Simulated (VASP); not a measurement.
A run of VASP 6.6.1 is set up as follows.

INCAR

```
PREC = Accurate ; ENCUT = 520
EDIFF = 1E-6 ; ISMEAR = -1
SIGMA = 0.1 ; LREAL = False
LASPH = True ; NELM = 100
ALGO = Normal ; ISIF = 2
LWAVE = False ; LCHARG = True
GGA = PE ; LELF = True
LVHAR = True ; NBANDS = 50
```

Contents of KPOINTS:

```
regular mesh
0
Gamma
  4 4 4
```

POSCAR

```
CdSnBi2Te4
1.0
   -3.9351097100      3.9351097100      3.9530855813
    3.9351097100     -3.9351097100      3.9530855813
    3.9351097100      3.9351097100     -3.9530855813
Bi Cd Sn Te
2 1 1 4
Direct
    0.5000000000      0.0000000000      0.5000000000
    0.0000000000      0.5000000000      0.5000000000
    0.5000000000      0.5000000000      0.0000000000
    0.0000000000      0.0000000000      0.0000000000
    0.5076446635      0.5076446635      0.4295729897
    0.4923553365      0.9219283262      0.0000000000
    0.0780716738      0.0780716738      0.5704270103
    0.9219283262      0.4923553365      0.0000000000
```

Potentials or basis: VASP PAW PBE potentials, release 64 (Bi_d, Cd, Sn_d, Te).

Command:

```sh
$ cat potpaw_PBE.64/Bi_d/POTCAR potpaw_PBE.64/Cd/POTCAR potpaw_PBE.64/Sn_d/POTCAR potpaw_PBE.64/Te/POTCAR > POTCAR
$ mpirun -np 1 vasp_std > vasp.out
```

What does it give for the band gap on the k mesh?

Zero (bands 40 and 41 overlap by 2.32 eV).

Predict the largest force.

0.015 eV/Å.

What does it give for the pressure?

0.0 GPa.

Forces in eV/Å, atoms in the order of the input:
```
Bi   0.000  0.000  0.000
Bi   0.000  0.000  0.000
Cd   0.000  0.000  0.000
Sn   0.000  0.000  0.000
Te   0.009  0.009 -0.007
Te   0.009 -0.009  0.007
Te  -0.009 -0.009 -0.007
Te  -0.009  0.009  0.007
```

Caveat: spin-orbit coupling is left out, which moves the levels of the heavy elements.
